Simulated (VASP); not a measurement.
# MgO (Pm-3m) in VASP: notebook, part 2 of 2

VASP 6.6.1. The steps go on from the part before.

### Step 4. Single point, r2SCAN

The input, POSCAR:

```
MgO
1.0
    2.6233491278      0.0000000000      0.0000000000
    0.0000000000      2.6233491278      0.0000000000
    0.0000000000      0.0000000000      2.6233491278
Mg O
1 1
Direct
    0.0000000000      0.0000000000      0.0000000000
    0.5000000000      0.5000000000      0.5000000000
```

The input, INCAR.step1:

```
  ALGO = Normal
  EDIFF = 1E-5
  ENCUT = 920
  GGA = PE
  GGA_COMPAT = F
  ISMEAR = -1
  LASPH = T
  LCHARG = F
  LREAL = F
  LWAVE = T
  NBANDS = 15
  NELM = 120
  PREC = Accurate
  SIGMA = 0.05
```

The input, INCAR.step2:

```
  ALGO = Normal
  EDIFF = 1E-6
  ENCUT = 920
  GGA_COMPAT = F
  ISIF = 2
  ISMEAR = -1
  ISTART = 1
  LASPH = T
  LCHARG = F
  LMIXTAU = T
  LREAL = F
  LWAVE = F
  METAGGA = R2SCAN
  NBANDS = 15
  NELM = 120
  PREC = Accurate
  SIGMA = 0.05
```

The input, KPOINTS:

```
k-points
0
Gamma
  6 6 6
```

Potentials or basis: VASP PAW PBE potentials, release 64 (Mg_sv, O).

Started as:

```
$ cat potpaw_PBE.64/Mg_sv/POTCAR potpaw_PBE.64/O/POTCAR > POTCAR
$ cp INCAR.step1 INCAR
$ mpirun -np 1 vasp_std > vasp.out
$ cp INCAR.step2 INCAR
$ mpirun -np 1 vasp_std > vasp.out
```

OUTCAR:

```text
EDIFF = 1E-6
   ENCUT = 920
   ISIF = 2
   ISMEAR = -1
   ISTART = 1
   LASPH = T
   LREAL = F
   METAGGA = R2SCAN
   NELM = 120
   PREC = Accurate

 ion  position               nearest neighbor table
   1  0.000  0.000  0.000-
   2  0.500  0.500  0.500-

  LATTYP: Found a simple cubic cell.
 ALAT       =     2.6233491278

  Lattice vectors:

 A1 = (   2.6233491278,   0.0000000000,   0.0000000000)
 A2 = (   0.0000000000,   2.6233491278,   0.0000000000)
 A3 = (   0.0000000000,   0.0000000000,   2.6233491278)

Analysis of symmetry for initial positions (statically):
=====================================================================
 Subroutine PRICEL returns:
 Original cell was already a primitive cell.

 Routine SETGRP: Setting up the symmetry group for a
 simple cubic supercell.

 Subroutine GETGRP returns: Found 48 space group operations
 (whereof 48 operations were pure point group operations)
 out of a pool of 48 trial point group operations.

The static configuration has the point symmetry O_h .

Analysis of symmetry for dynamics (positions and initial velocities):
=====================================================================
 Subroutine PRICEL returns:
 Original cell was already a primitive cell.

 Routine SETGRP: Setting up the symmetry group for a
 simple cubic supercell.

 Subroutine GETGRP returns: Found 48 space group operations
 (whereof 48 operations were pure point group operations)
 out of a pool of 48 trial point group operations.

The dynamic configuration has the point symmetry O_h .

 Subroutine INISYM returns: Found 48 space group operations
 (whereof 48 operations are pure point group operations),
 and found     1 'primitive' translations

----------------------------------------------------------------------------------------
[... 113 lines left out ...]
   METAGGA = R2SCAN    functional components
   LHFCALC =     F    Hartree Fock is set to
   AEXX    =    0.0000 exact exchange contribution
   IVDW    =     0    specifies the selected vdW correction
   LEPSILON=     F    determine dielectric tensor
   LRPA    =     F    only Hartree local field effects (RPA)
 non-spin polarized calculation
  energy-cutoff  :      920.00
  volume of cell :       18.05
 maximum number of plane-waves:      1189
 NGX is ok and might be reduce to    28
   NGX = 13   NGY = 13   NGZ = 13

 number of electron      15.9999997 magnetization

 Free energy of the ion-electron system (eV)
  ---------------------------------------------------
  ext. energy  EPLUGINS =         0.00000000
  ---------------------------------------------------
  free energy    TOTEN  =       -14.53835419 eV

  energy without entropy =      -14.53835419  energy(sigma->0) =      -14.53835419

 E-fermi :   5.7639     XC(G=0): -12.3486

 val. band max:        4.5413215279   @ k =   0.5000   0.5000   0.0000
 cond. band min:       8.0562173318   @ k =   0.0000   0.0000   0.0000
 fundamental gap:      3.5148958039
 Fermi energy:         5.7638786092

 k-point     1 :       0.0000    0.0000    0.0000
  band No.  band energies     occupation
      1     -73.0743      2.00000
      2     -38.1272      2.00000
      3     -38.1272      2.00000
      4     -38.1272      2.00000
      5     -15.0289      2.00000
      6       3.4870      2.00000
      7       3.4870      2.00000
      8       3.4870      2.00000
      9       8.0562      0.00000
     10      16.0281      0.00000
     11      16.0281      0.00000
     12      26.5770      0.00000
     13      26.5770      0.00000
     14      26.5770      0.00000
[... 329 lines left out ...]
      2     -38.2187      2.00000
      3     -38.2187      2.00000
      4     -38.2187      2.00000
      5     -12.0668      2.00000
      6       0.7527      2.00000
      7       0.7527      2.00000
      8       0.7527      2.00000
      9      13.0187      0.00000
     10      13.0187      0.00000
     11      13.0187      0.00000
     12      22.7088      0.00000
     13      24.9809      0.00000
     14      24.9809      0.00000
     15      24.9809      0.00000

------------------------ aborting loop because EDIFF is reached ----------------------------------------

  FORCE on cell =-STRESS in cart. coord.  units (eV):
  Direction    XX          YY          ZZ          XY          YZ          ZX
  --------------------------------------------------------------------------------------
  -------------------------------------------------------------------------------------
  Total        0.0739372      0.0739372      0.0739372     -0.0000000     -0.0000000      0.0000000
  in kB        6.5615333      6.5615333      6.5615333     -0.0000000     -0.0000000      0.0000000
  external PRESSURE =       6.5615333 kB  Pullay stress =       0.0000000 kB

 VOLUME and BASIS-vectors are now :
 -----------------------------------------------------------------------------
  energy-cutoff  :      920.00
  volume of cell :       18.05
      direct lattice vectors                 reciprocal lattice vectors
     2.623349128  0.000000000  0.000000000     0.381192114  0.000000000  0.000000000
     0.000000000  2.623349128  0.000000000     0.000000000  0.381192114  0.000000000
     0.000000000  0.000000000  2.623349128     0.000000000  0.000000000  0.381192114

 POSITION                                       TOTAL-FORCE (eV/Angst)
 -----------------------------------------------------------------------------------
      0.00000      0.00000      0.00000         0.000000      0.000000      0.000000
      1.31167      1.31167      1.31167         0.000000      0.000000      0.000000
 -----------------------------------------------------------------------------------
    total drift:                               -0.000000      0.000000      0.000000

  FREE ENERGIE OF THE ION-ELECTRON SYSTEM (eV)
  ---------------------------------------------------
  free  energy   TOTEN  =       -14.5383541859 eV

  energy  without entropy=      -14.5383541859  energy(sigma->0) =      -14.53835419
```

OUTCAR.step1:

```text
EDIFF = 1E-5
   ENCUT = 920
   GGA = PE
   ISMEAR = -1
   LASPH = T
   LREAL = F
[... 572 lines left out ...]
 -----------------------------------------------------------------------------------
      0.00000      0.00000      0.00000         0.000000      0.000000      0.000000
      1.31167      1.31167      1.31167         0.000000      0.000000      0.000000
 -----------------------------------------------------------------------------------
    total drift:                               -0.000000      0.000000      0.000000

  FREE ENERGIE OF THE ION-ELECTRON SYSTEM (eV)
  ---------------------------------------------------
  free  energy   TOTEN  =       -10.3696722682 eV

  energy  without entropy=      -10.3696722682  energy(sigma->0) =      -10.36967227
```

Run time: 55 s. Hardware: 1 thread of Intel Xeon Platinum 8259CL at 2.50GHz (Skylake/Cascade Lake), shared host; peak memory 0.16 GiB.

What came out:

```
Free energy            : -14.5384 eV
Pressure               : 0.7 GPa
Band gap on the k mesh : 3.51 eV (least direct gap 4.57 eV)
```

Levels at points of the mesh, in eV from the valence-band top:
```tsv
k point	band 6	band 7	band 8	band 9	band 10	band 11
(0.00, 0.00, 0.00)	-1.05	-1.05	-1.05	3.51	11.49	11.49
(0.50, 0.00, 0.00)	-6.59	-0.59	-0.59	8.07	10.71	15.85
(0.50, 0.50, 0.00)	-4.83	-4.83	0.00	5.95	13.53	13.53
(0.50, 0.50, 0.50)	-3.79	-3.79	-3.79	8.48	8.48	8.48
```

Caveat: the structure was generated, so it needn't be the stable form of MgO; the PAW data sets were made with another functional, which shifts forces and pressure a little.

### Step 5. Summary

```tsv
smearing	gap on the mesh (eV)	pressure (GPa)
gaussian 0.01 eV	3.51	0.7
methfessel-paxton 0.05 eV	3.51	0.7
fermi-dirac 0.05 eV	3.51	0.7
```

Alike in all rows: task single point; level r2SCAN; potentials or basis VASP PAW PBE potentials, release 64 (Mg_sv, O); no spin polarisation; cell as given; k mesh 6 × 6 × 6; cutoff (eV) 920.

Caveats: the structure was generated, so it needn't be the stable form of MgO; the PAW data sets were made with another functional, which shifts forces and pressure a little.

Absolute energies hang on the potentials; compare differences alone.
